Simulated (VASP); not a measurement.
# TiSi (Fm-3m) in VASP: single point with PBEsol

Aim: the single point of TiSi with PBEsol.

All numbers are computed with VASP 6.6.1; they aren't measurements. Logs are shortened: lines on timing, memory, paths and dates and some standing lists are left out, and cuts for length are marked.

**1. The cell of the first run**

The structure is cubic, space group Fm-3m (No. 225). Conventional cell: a = 5.220 Å, b = 5.220 Å, c = 5.220 Å, α = 90.00°, β = 90.00°, γ = 90.00°. Ti (site symmetry m-3m) has 6 Si at 2.61 Å within 3.4 Å. Si (site symmetry m-3m) has 6 Ti at 2.61 Å within 3.4 Å.

**2. Single point, PBEsol**

The input, INCAR:

```
SYSTEM = TiSi
PREC     = Accurate       ! precision mode
ENCUT    = 520            ! plane-wave cutoff, eV
EDIFF    = 1E-6           ! SCF threshold, eV
ISMEAR   = 0              ! smearing method
SIGMA    = 0.05           ! smearing width, eV
LREAL    = .FALSE.        ! projectors in reciprocal space
LASPH    = .TRUE.         ! aspherical terms in the spheres
NELM     = 60             ! most SCF steps
ALGO     = Normal         ! electronic algorithm
ISIF     = 2              ! what is computed and relaxed
LWAVE    = .FALSE.        ! write WAVECAR
LCHARG   = .TRUE.         ! write CHGCAR
GGA      = PS             ! functional
LELF     = .TRUE.         ! ELF
LVHAR    = .TRUE.       
NBANDS   = 15             ! bands
```

The input, KPOINTS:

```
regular mesh
0
G
  6 6 6
  0 0 0
```

The input, POSCAR:

```
TiSi
1.0
    0.0000000000      2.6100000000      2.6100000000
    2.6100000000      0.0000000000      2.6100000000
    2.6100000000      2.6100000000      0.0000000000
Ti Si
1 1
Direct
    0.0000000000      0.0000000000      0.0000000000
    0.5000000000      0.5000000000      0.5000000000
```

Potentials or basis: VASP PAW PBE potentials, release 64 (Ti_sv, Si).

Started as:

```console
$ cat potpaw_PBE.64/Ti_sv/POTCAR potpaw_PBE.64/Si/POTCAR > POTCAR
$ mpirun -np 1 vasp_std > vasp.out
```

OUTCAR:

```text
SYSTEM = TiSi
   PREC = Accurate
   ENCUT = 520
   EDIFF = 1E-6
   ISMEAR = 0
   LREAL = .FALSE.
   LASPH = .TRUE.
   NELM = 60
   ISIF = 2
   GGA = PS

 ion  position               nearest neighbor table
   1  0.000  0.000  0.000-   2 2.61   2 2.61   2 2.61   2 2.61   2 2.61   2 2.61
   2  0.500  0.500  0.500-   1 2.61   1 2.61   1 2.61   1 2.61   1 2.61   1 2.61

  LATTYP: Found a face centered cubic cell.
 ALAT       =     5.2200000000

  Lattice vectors:

 A1 = (   0.0000000000,   2.6100000000,   2.6100000000)
 A2 = (   2.6100000000,   0.0000000000,   2.6100000000)
 A3 = (   2.6100000000,   2.6100000000,   0.0000000000)

Analysis of symmetry for initial positions (statically):
=====================================================================
 Subroutine PRICEL returns:
 Original cell was already a primitive cell.

 Routine SETGRP: Setting up the symmetry group for a
 face centered cubic supercell.

 Subroutine GETGRP returns: Found 48 space group operations
 (whereof 48 operations were pure point group operations)
 out of a pool of 48 trial point group operations.

The static configuration has the point symmetry O_h .

Analysis of symmetry for dynamics (positions and initial velocities):
=====================================================================
 Subroutine PRICEL returns:
 Original cell was already a primitive cell.

 Routine SETGRP: Setting up the symmetry group for a
 face centered cubic supercell.

 Subroutine GETGRP returns: Found 48 space group operations
 (whereof 48 operations were pure point group operations)
 out of a pool of 48 trial point group operations.

The dynamic configuration has the point symmetry O_h .

 Subroutine INISYM returns: Found 48 space group operations
 (whereof 48 operations are pure point group operations),
 and found     1 'primitive' translations

----------------------------------------------------------------------------------------

                                     Primitive cell

  volume of cell :      35.5592

  direct lattice vectors                    reciprocal lattice vectors
     0.000000000  2.610000000  2.610000000    -0.191570881  0.191570881  0.191570881
     2.610000000  0.000000000  2.610000000     0.191570881 -0.191570881  0.191570881
     2.610000000  2.610000000  0.000000000     0.191570881  0.191570881 -0.191570881

  length of vectors
     3.691097398  3.691097398  3.691097398     0.331810500  0.331810500  0.331810500

  position of ions in fractional coordinates (direct lattice)
     0.000000000  0.000000000  0.000000000
     0.500000000  0.500000000  0.500000000

  ion indices of the primitive-cell ions
   primitive index   ion index
                 1           1
                 2           2

----------------------------------------------------------------------------------------

 KPOINTS: regular mesh

Automatic generation of k-mesh.
 Grid dimensions read from file:
 generate k-points for:    6    6    6

 Generating k-lattice:

  Cartesian coordinates                     Fractional coordinates (reciprocal lattice)
    -0.031928480  0.031928480  0.031928480     0.166666667  0.000000000  0.000000000
     0.031928480 -0.031928480  0.031928480     0.000000000  0.166666667  0.000000000
     0.031928480  0.031928480 -0.031928480     0.000000000  0.000000000  0.166666667

  Length of vectors
     0.055301750  0.055301750  0.055301750

  Shift w.r.t. Gamma in fractional coordinates (k-lattice)
     0.000000000  0.000000000  0.000000000

 Subroutine IBZKPT returns following result:
 ===========================================

 Found     16 irreducible k-points:

 Following reciprocal coordinates:
            Coordinates               Weight
  0.000000  0.000000  0.000000      1.000000
  0.166667  0.000000  0.000000      8.000000
  0.333333  0.000000  0.000000      8.000000
  0.500000  0.000000  0.000000      4.000000
  0.166667  0.166667  0.000000      6.000000
  0.333333  0.166667  0.000000     24.000000
[... 8 lines left out ...]
 -0.333333  0.333333  0.166667     24.000000
 -0.333333  0.500000  0.166667     12.000000
   k-points           NKPTS =     16   k-points in BZ     NKDIM =     16   number of bands    NBANDS=     15
   number of dos      NEDOS =    301   number of ions     NIONS =      2
   total plane-waves  NPLWV =  21952
   dimension x,y,z NGX =    28 NGY =   28 NGZ =   28
   dimension x,y,z NGXF=    56 NGYF=   56 NGZF=   56
   ions per type =               1   1
   NGX,Y,Z   is equivalent  to a cutoff of  12.61, 12.61, 12.61 a.u.
   NGXF,Y,Z  is equivalent  to a cutoff of  25.22, 25.22, 25.22 a.u.
 SYSTEM =  TiSi
   PREC   = accura    normal or accurate (medium, high low for compatibility)
   ISTART =      0    job   : 0-new  1-cont  2-samecut
   ICHARG =      2    charge: 1-file 2-atom 10-const
   ISPIN  =      1    spin polarized calculation?
   LNONCOLLINEAR =      F non collinear calculations
   LSORBIT =      F    spin-orbit coupling
   LASPH  =      T    aspherical Exc in radial PAW
   ENCUT  =  520.0 eV  38.22 Ry    6.18 a.u.   6.86  6.86  6.86*2*pi/ulx,y,z
   NELM   =     60;   NELMIN=  2; NELMDL= -5     # of ELM steps
   EDIFF  = 0.1E-05   stopping-criterion for ELM
   LREAL  =      F    real-space projection
   EDIFFG = 0.1E-04   stopping-criterion for IOM
   NSW    =      0    number of steps for IOM
   IBRION =     -1    ionic relax: 0-MD 1-quasi-New 2-CG
   NFREE  =      0    steps in history (QN), initial steepest desc. (CG)
   ISIF   =      2    stress and relaxation
   ISYM   =      2    0-nonsym 1-usesym 2-fastsym
   POTIM  = 0.5000    time-step for ionic-motion
   TEBEG  =    0.0;   TEEND  =   0.0 temperature during run
   PSTRESS=    0.0 pullay stress
   NELECT =      16.0000    total number of electrons
   NUPDOWN=      -1.0000    fix difference up-down
   EMIN   =  10.00;   EMAX   =-10.00  energy-range for DOS
   EFERMI =   0.00;   METHOD = LEGACY
   ISMEAR =     0;   SIGMA  =   0.05  broadening in eV -4-tet -1-fermi 0-gaus
   EFERMI_NEDOS =   21; number of points for ismear=-14 and -15
   IALGO  =     38    algorithm
   IMIX   =      4    mixing-type and parameters
     AMIX     =   0.40;   BMIX     =  1.00
     AMIX_MAG =   1.60;   BMIX_MAG =  1.00
  volume/ion in A,a.u.               =      17.78       119.98
  Fermi-wavevector in a.u.,A,eV,Ry     =   1.254482  2.370627 21.411818  1.573724
  Thomas-Fermi vector in A             =   2.388284
   LORBIT       =      0    0 simple, 1 ext, 2 COOP (PROOUT), +10 PAW based schemes
   GGA     = PS    functional components
   LHFCALC =     F    Hartree Fock is set to
   AEXX    =    0.0000 exact exchange contribution
   IVDW    =     0    specifies the selected vdW correction
   LEPSILON=     F    determine dielectric tensor
   LRPA    =     F    only Hartree local field effects (RPA)
 non-spin polarized calculation
 Gauss-broadening in eV      SIGMA  =   0.05
  energy-cutoff  :      520.00
  volume of cell :       35.56
 maximum number of plane-waves:       982
   NGX = 13   NGY = 13   NGZ = 13

 number of electron      16.0000005 magnetization

 Free energy of the ion-electron system (eV)
  ---------------------------------------------------
  ext. energy  EPLUGINS =         0.00000000
  ---------------------------------------------------
  free energy    TOTEN  =       -14.92297396 eV

  energy without entropy =      -14.92121314  energy(sigma->0) =      -14.92209355

 E-fermi :   7.3316     XC(G=0): -10.8865

 val. band max:        7.3307750725   @ k =   0.3333   0.3333   0.0000
 cond. band min:       7.4041527545   @ k =   0.0000   0.0000   0.0000
 fundamental gap:      0.0733776819
 Fermi energy:         7.3316328340

 k-point     1 :       0.0000    0.0000    0.0000
  band No.  band energies     occupation
      1     -49.4376      2.00000
      2     -25.7725      2.00000
      3     -25.7725      2.00000
      4     -25.7725      2.00000
      5      -2.4651      2.00000
      6       7.4042      0.04025
      7       7.4042      0.04025
      8       7.4042      0.04024
      9       7.7092      0.00000
     10       7.7092      0.00000
     11      10.3964      0.00000
     12      10.3964      0.00000
     13      10.3964      0.00000
     14      16.6740      0.00000
     15      17.0782      0.00000

 k-point     2 :       0.1667    0.0000    0.0000
  band No.  band energies     occupation
      1     -49.4361      2.00000
      2     -25.7906      2.00000
      3     -25.7749      2.00000
      4     -25.7749      2.00000
      5      -2.0201      2.00000
      6       6.4823      2.00000
      7       6.9278      2.00000
      8       6.9278      2.00000
      9       7.7617      0.00000
     10       7.7617      0.00000
     11       9.7378      0.00000
     12      11.4162      0.00000
     13      11.4162      0.00000
     14      15.6038      0.00000
     15      17.6595      0.00000

 k-point     3 :       0.3333    0.0000    0.0000
  band No.  band energies     occupation
      1     -49.4331      2.00000
      2     -25.8265      2.00000
      3     -25.7797      2.00000
      4     -25.7797      2.00000
      5      -0.7857      2.00000
      6       4.2405      2.00000
      7       6.0740      2.00000
      8       6.0740      2.00000
      9       8.4524      0.00000
     10       8.4524      0.00000
     11       9.4444      0.00000
     12      12.9751      0.00000
     13      12.9751      0.00000
     14      13.5461      0.00000
     15      15.7644      0.00000
[... 199 lines left out ...]
 k-point    15 :      -0.3333    0.3333    0.1667
  band No.  band energies     occupation
      1     -49.4301      2.00000
      2     -25.8272      2.00000
      3     -25.8087      2.00000
      4     -25.7925      2.00000
      5       0.6375      2.00000
      6       3.7562      2.00000
      7       4.8688      2.00000
      8       5.8784      2.00000
      9       8.7121      0.00000
     10       8.9051      0.00000
     11       9.2554      0.00000
     12      10.4117      0.00000
     13      10.7740      0.00000
     14      15.2545      0.00000
     15      16.2623      0.00000

 k-point    16 :      -0.3333    0.5000    0.1667
  band No.  band energies     occupation
      1     -49.4296      2.00000
      2     -25.8271      2.00000
      3     -25.8081      2.00000
      4     -25.7995      2.00000
      5       0.6096      2.00000
      6       4.2556      2.00000
      7       5.0590      2.00000
      8       5.8133      2.00000
      9       8.6450      0.00000
     10       9.1613      0.00000
     11       9.2448      0.00000
     12       9.2493      0.00000
     13      10.1516      0.00000
     14      14.9691      0.00000
     15      16.0154      0.00000

------------------------ aborting loop because EDIFF is reached ----------------------------------------

  FORCE on cell =-STRESS in cart. coord.  units (eV):
  Direction    XX          YY          ZZ          XY          YZ          ZX
  --------------------------------------------------------------------------------------
  -------------------------------------------------------------------------------------
  Total       -2.3705977     -2.3705977     -2.3705977      0.0000000     -0.0000000      0.0000000
  in kB     -106.8112320   -106.8112320   -106.8112320      0.0000000     -0.0000000      0.0000000
  external PRESSURE =    -106.8112320 kB  Pullay stress =       0.0000000 kB

 VOLUME and BASIS-vectors are now :
 -----------------------------------------------------------------------------
  energy-cutoff  :      520.00
  volume of cell :       35.56
      direct lattice vectors                 reciprocal lattice vectors
     0.000000000  2.610000000  2.610000000    -0.191570881  0.191570881  0.191570881
     2.610000000  0.000000000  2.610000000     0.191570881 -0.191570881  0.191570881
     2.610000000  2.610000000  0.000000000     0.191570881  0.191570881 -0.191570881

 POSITION                                       TOTAL-FORCE (eV/Angst)
 -----------------------------------------------------------------------------------
      0.00000      0.00000      0.00000         0.000000      0.000000     -0.000000
      2.61000      2.61000      2.61000        -0.000000      0.000000      0.000000
 -----------------------------------------------------------------------------------
    total drift:                               -0.000000     -0.000000      0.000000

  FREE ENERGIE OF THE ION-ELECTRON SYSTEM (eV)
  ---------------------------------------------------
  free  energy   TOTEN  =       -14.9229739639 eV

  energy  without entropy=      -14.9212131370  energy(sigma->0) =      -14.92209355
```

Run time: 5.7 s. Hardware: 1 thread of Intel Xeon 6975P-C (Granite Rapids), shared host; peak memory 0.15 GiB.

Results:

* Free energy: -14.9230 eV
* Pressure: -10.7 GPa
* Band gap on the k mesh: zero (band 8 reaches 7.65 eV, above the bottom of band 9 at 7.25 eV)

Levels at points of the mesh, in eV from the Fermi level:
```
           k point  band 4  band 5  band 6  band 7  band 8  band 9  band 10  band 11  band 12  band 13
(0.00, 0.00, 0.00)  -33.10   -9.80    0.07    0.07    0.07    0.38     0.38     3.06     3.06     3.06
(0.50, 0.00, 0.00)  -33.11   -6.90   -4.75   -1.58   -1.58    1.57     1.57     2.23     5.21     6.84
(0.50, 0.50, 0.00)  -33.13   -7.00   -3.33   -1.41    0.32    0.32     1.01     1.91     1.91     2.63
```

Caveat: the PAW data sets were made with another functional, which shifts forces and pressure a little.
